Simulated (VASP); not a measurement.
# TeS2 (Pn-3m) in VASP: relaxation of cell and atoms with PBE

Aim: the relaxation of cell and atoms of TeS2 with PBE.

All numbers are computed with VASP 6.6.1; they aren't measurements. Logs are shortened: lines on timing, memory, paths and dates and some standing lists are left out, and cuts for length are marked.

## (1) The cell of the first run

It takes space group Pn-3m (No. 224, cubic). The conventional cell has a = 5.792 Å, b = 5.792 Å, c = 5.792 Å, α = 90.00°, β = 90.00°, γ = 90.00°. Within 3.3 Å of Te (site symmetry -43m) lie 4 S at 2.51 Å. Within 3.3 Å of S (site symmetry -3m) lie 2 Te at 2.51 Å.

## (2) Relaxation of cell and atoms, PBE

File INCAR:

```
ALGO = Normal
EDIFF = 1E-6
EDIFFG = -0.01
ENCUT = 600
GGA = PE
IBRION = 2
ISIF = 3
ISMEAR = 0
LASPH = True
LCHARG = False
LREAL = False
LWAVE = False
NELM = 60
NSW = 100
PREC = Accurate
SIGMA = 0.1
```

File KPOINTS:

```
k-points
0
Gamma
  8 8 8
```

File POSCAR:

```
TeS2
1.0
    5.7922150655      0.0000000000      0.0000000000
    0.0000000000      5.7922150655      0.0000000000
    0.0000000000      0.0000000000      5.7922150655
Te S
2 4
Direct
    0.0000000000      0.0000000000      0.0000000000
    0.5000000000      0.5000000000      0.5000000000
    0.2500000000      0.2500000000      0.2500000000
    0.2500000000      0.7500000000      0.7500000000
    0.7500000000      0.7500000000      0.2500000000
    0.7500000000      0.2500000000      0.7500000000
```

Potentials or basis: VASP PAW PBE potentials, release 64 (Te, S).

Launch:

```sh
$ cat potpaw_PBE.64/Te/POTCAR potpaw_PBE.64/S/POTCAR > POTCAR
$ mpirun -np 1 vasp_std > vasp.out
```

OUTCAR:

```text
EDIFF = 1E-6
   EDIFFG = -0.01
   ENCUT = 600
   GGA = PE
   IBRION = 2
   ISIF = 3
   ISMEAR = 0
   LASPH = True
   LREAL = False
   NELM = 60
   NSW = 100
   PREC = Accurate

 ion  position               nearest neighbor table
   1  0.000  0.000  0.000-   3 2.51   4 2.51   5 2.51   6 2.51
   2  0.500  0.500  0.500-   3 2.51   4 2.51   5 2.51   6 2.51
   3  0.250  0.250  0.250-   1 2.51   2 2.51
   4  0.250  0.750  0.750-   1 2.51   2 2.51
   5  0.750  0.750  0.250-   1 2.51   2 2.51
   6  0.750  0.250  0.750-   1 2.51   2 2.51

  LATTYP: Found a simple cubic cell.
 ALAT       =     5.7922150655

  Lattice vectors:

 A1 = (   5.7922150655,   0.0000000000,   0.0000000000)
 A2 = (   0.0000000000,   5.7922150655,   0.0000000000)
 A3 = (   0.0000000000,   0.0000000000,   5.7922150655)

Analysis of symmetry for initial positions (statically):
=====================================================================
 Subroutine PRICEL returns:
 Original cell was already a primitive cell.

 Routine SETGRP: Setting up the symmetry group for a
 simple cubic supercell.

 Subroutine GETGRP returns: Found 48 space group operations
 (whereof 24 operations were pure point group operations)
 out of a pool of 48 trial point group operations.

The static configuration has the point symmetry T_d .
 The point group associated with its full space group is O_h .

Analysis of symmetry for dynamics (positions and initial velocities):
=====================================================================
 Subroutine PRICEL returns:
 Original cell was already a primitive cell.

 Routine SETGRP: Setting up the symmetry group for a
 simple cubic supercell.

 Subroutine GETGRP returns: Found 48 space group operations
 (whereof 24 operations were pure point group operations)
 out of a pool of 48 trial point group operations.

The dynamic configuration has the point symmetry T_d .
 The point group associated with its full space group is O_h .

 Subroutine INISYM returns: Found 48 space group operations
 (whereof 24 operations are pure point group operations),
 and found     1 'primitive' translations

----------------------------------------------------------------------------------------

                                     Primitive cell

  volume of cell :     194.3274

  direct lattice vectors                    reciprocal lattice vectors
     5.792215065  0.000000000  0.000000000     0.172645523  0.000000000  0.000000000
     0.000000000  5.792215065  0.000000000     0.000000000  0.172645523  0.000000000
     0.000000000  0.000000000  5.792215065     0.000000000  0.000000000  0.172645523

  length of vectors
     5.792215065  5.792215065  5.792215065     0.172645523  0.172645523  0.172645523

  position of ions in fractional coordinates (direct lattice)
     0.000000000  0.000000000  0.000000000
     0.500000000  0.500000000  0.500000000
     0.250000000  0.250000000  0.250000000
     0.250000000  0.750000000  0.750000000
     0.750000000  0.750000000  0.250000000
     0.750000000  0.250000000  0.750000000

  ion indices of the primitive-cell ions
   primitive index   ion index
                 1           1
                 2           2
                 3           3
                 4           4
                 5           5
                 6           6

----------------------------------------------------------------------------------------

 KPOINTS: k-points

Automatic generation of k-mesh.
 Grid dimensions read from file:
 generate k-points for:    8    8    8

 Generating k-lattice:

  Cartesian coordinates                     Fractional coordinates (reciprocal lattice)
     0.021580690  0.000000000  0.000000000     0.125000000  0.000000000  0.000000000
     0.000000000  0.021580690  0.000000000     0.000000000  0.125000000  0.000000000
     0.000000000  0.000000000  0.021580690     0.000000000  0.000000000  0.125000000

  Length of vectors
     0.021580690  0.021580690  0.021580690

  Shift w.r.t. Gamma in fractional coordinates (k-lattice)
     0.000000000  0.000000000  0.000000000

 Subroutine IBZKPT returns following result:
 ===========================================

 Found     35 irreducible k-points:

 Following reciprocal coordinates:
            Coordinates               Weight
  0.000000  0.000000  0.000000      1.000000
  0.125000  0.000000  0.000000      6.000000
  0.250000  0.000000  0.000000      6.000000
  0.375000  0.000000  0.000000      6.000000
  0.500000  0.000000  0.000000      3.000000
  0.125000  0.125000  0.000000     12.000000
[... 16 lines left out ...]
  0.375000  0.375000  0.125000     24.000000
  0.500000  0.375000  0.125000     24.000000
 [... further k-points ...]
   k-points           NKPTS =     35   k-points in BZ     NKDIM =     35   number of bands    NBANDS=     22
   number of dos      NEDOS =    301   number of ions     NIONS =      6
   total plane-waves  NPLWV = 110592
   dimension x,y,z NGX =    48 NGY =   48 NGZ =   48
   dimension x,y,z NGXF=    96 NGYF=   96 NGZF=   96
   ions per type =               2   4
   NGX,Y,Z   is equivalent  to a cutoff of  13.78, 13.78, 13.78 a.u.
   NGXF,Y,Z  is equivalent  to a cutoff of  27.55, 27.55, 27.55 a.u.
 SYSTEM =  unknown system
   PREC   = accura    normal or accurate (medium, high low for compatibility)
   ISTART =      0    job   : 0-new  1-cont  2-samecut
   ICHARG =      2    charge: 1-file 2-atom 10-const
   ISPIN  =      1    spin polarized calculation?
   LNONCOLLINEAR =      F non collinear calculations
   LSORBIT =      F    spin-orbit coupling
   LASPH  =      T    aspherical Exc in radial PAW
   ENCUT  =  600.0 eV  44.10 Ry    6.64 a.u.  11.57 11.57 11.57*2*pi/ulx,y,z
   NELM   =     60;   NELMIN=  2; NELMDL= -5     # of ELM steps
   EDIFF  = 0.1E-05   stopping-criterion for ELM
   LREAL  =      F    real-space projection
   EDIFFG = -.1E-01   stopping-criterion for IOM
   NSW    =    100    number of steps for IOM
   IBRION =      2    ionic relax: 0-MD 1-quasi-New 2-CG
   NFREE  =      1    steps in history (QN), initial steepest desc. (CG)
   ISIF   =      3    stress and relaxation
   ISYM   =      2    0-nonsym 1-usesym 2-fastsym
   POTIM  = 0.5000    time-step for ionic-motion
   TEBEG  =    0.0;   TEEND  =   0.0 temperature during run
   PSTRESS=    0.0 pullay stress
   NELECT =      36.0000    total number of electrons
   NUPDOWN=      -1.0000    fix difference up-down
   EMIN   =  10.00;   EMAX   =-10.00  energy-range for DOS
   EFERMI =   0.00;   METHOD = LEGACY
   ISMEAR =     0;   SIGMA  =   0.10  broadening in eV -4-tet -1-fermi 0-gaus
   EFERMI_NEDOS =   21; number of points for ismear=-14 and -15
   IALGO  =     38    algorithm
   IMIX   =      4    mixing-type and parameters
     AMIX     =   0.40;   BMIX     =  1.00
     AMIX_MAG =   1.60;   BMIX_MAG =  1.00
  volume/ion in A,a.u.               =      32.39       218.56
  Fermi-wavevector in a.u.,A,eV,Ry     =   0.933249  1.763585 11.850051  0.870954
  Thomas-Fermi vector in A             =   2.059931
   LORBIT       =      0    0 simple, 1 ext, 2 COOP (PROOUT), +10 PAW based schemes
   GGA     = PE    functional components
   LHFCALC =     F    Hartree Fock is set to
   AEXX    =    0.0000 exact exchange contribution
   IVDW    =     0    specifies the selected vdW correction
   LEPSILON=     F    determine dielectric tensor
   LRPA    =     F    only Hartree local field effects (RPA)
 conjugate gradient relaxation of ions
 non-spin polarized calculation
 Gauss-broadening in eV      SIGMA  =   0.10
  energy-cutoff  :      600.00
  volume of cell :      194.33
 maximum number of plane-waves:      6530
 NGX is ok and might be reduce to    48
   NGX = 23   NGY = 23   NGZ = 23

--------------------------------------- Ionic step        1  -------------------------------------------

 number of electron      36.0000001 magnetization

 Free energy of the ion-electron system (eV)
  ---------------------------------------------------
  ext. energy  EPLUGINS =         0.00000000
  ---------------------------------------------------
  free energy    TOTEN  =       -19.91411378 eV

  energy without entropy =      -19.90519416  energy(sigma->0) =      -19.90965397

------------------------ aborting loop because EDIFF is reached ----------------------------------------

  FORCE on cell =-STRESS in cart. coord.  units (eV):
  Direction    XX          YY          ZZ          XY          YZ          ZX
  --------------------------------------------------------------------------------------
  -------------------------------------------------------------------------------------
  Total       -0.5700736     -0.5700736     -0.5700736      0.0000000      0.0000000     -0.0000000
  in kB       -4.7001044     -4.7001044     -4.7001044      0.0000000      0.0000000     -0.0000000
  external PRESSURE =      -4.7001044 kB  Pullay stress =       0.0000000 kB
[... 65 lines left out ...]
  energy  without entropy=      -19.9081592670  energy(sigma->0) =      -19.91260078

--------------------------------------- Ionic step        3  -------------------------------------------

 number of electron      35.9999998 magnetization

 Free energy of the ion-electron system (eV)
  ---------------------------------------------------
  ext. energy  EPLUGINS =         0.00000000
  ---------------------------------------------------
  free energy    TOTEN  =       -19.91726465 eV

  energy without entropy =      -19.90836989  energy(sigma->0) =      -19.91281727

 E-fermi :   1.9321     XC(G=0):  -8.0031

 val. band max:        1.9158552116   @ k =   0.1250   0.0000   0.0000
 cond. band min:       2.0794504130   @ k =   0.5000   0.5000   0.3750
 fundamental gap:      0.1635952014
 Fermi energy:         1.9321086805

 k-point     1 :       0.0000    0.0000    0.0000
  band No.  band energies     occupation
      1     -12.2370      2.00000
      2     -10.3271      2.00000
      3      -9.7575      2.00000
      4      -9.7575      2.00000
      5      -9.7575      2.00000
      6      -5.5747      2.00000
[... 574 lines left out ...]
      6      -7.0452      2.00000
[... 14 lines left out ...]
     21       4.9759      0.00000
     22       5.7110      0.00000

 [... further k-points ...]
[... 5 lines left out ...]
  --------------------------------------------------------------------------------------
  -------------------------------------------------------------------------------------
  Total        0.0232584      0.0232584      0.0232584      0.0000000      0.0000000      0.0000000
  in kB        0.1938684      0.1938684      0.1938684      0.0000000      0.0000000      0.0000000
  external PRESSURE =       0.1938684 kB  Pullay stress =       0.0000000 kB
[... 21 lines left out ...]
  FREE ENERGIE OF THE ION-ELECTRON SYSTEM (eV)
  ---------------------------------------------------
  free  energy   TOTEN  =       -19.9172646533 eV

  energy  without entropy=      -19.9083698933  energy(sigma->0) =      -19.91281727

 reached required accuracy - stopping structural energy minimisation
```

Wall time 6 min (1 thread of Intel Xeon Platinum 8488C (Sapphire Rapids), shared host); peak memory 0.42 GiB.

Results:

```yaml
Free_energy: -19.9173 eV
Relaxed_volume: 32.04 Å³/atom
Relaxed_cell: a = 5.771 Å, b = 5.771 Å, c = 5.771 Å, α = 90.00°, β = 90.00°, γ = 90.00°
Space_group_after_relaxing_to_0.1_Å: Pn-3m (No. 224)
Energy_gained_by_relaxing: 0.5 meV/atom
Ionic_steps: 3
Pressure_after_relaxing: 0.0 GPa
Band_gap_on_the_k_mesh: zero (bands 18 and 19 overlap by 0.50 eV)
```

Step by step:
```tsv
step	energy change (eV)	largest force (eV/Å)	pressure (GPa)	volume (Å³)
1	0.0000	0.0000	-0.47	194.33
2	-0.0029	0.0000	0.13	191.67
3	-0.0032	0.0000	0.02	192.21
```

Final structure:
```
Te S
1.0
     5.77113    0.00000    0.00000
     0.00000    5.77113    0.00000
     0.00000    0.00000    5.77113
Te S
2 4
Direct
  0.00000 0.00000 0.00000
  0.50000 0.50000 0.50000
  0.25000 0.25000 0.25000
  0.25000 0.75000 0.75000
  0.75000 0.75000 0.25000
  0.75000 0.25000 0.75000
```

Caveat: spin-orbit coupling is left out, which moves the levels of the heavy elements.

The gap in the log of VASP goes by the Fermi energy; the results here count the filled bands.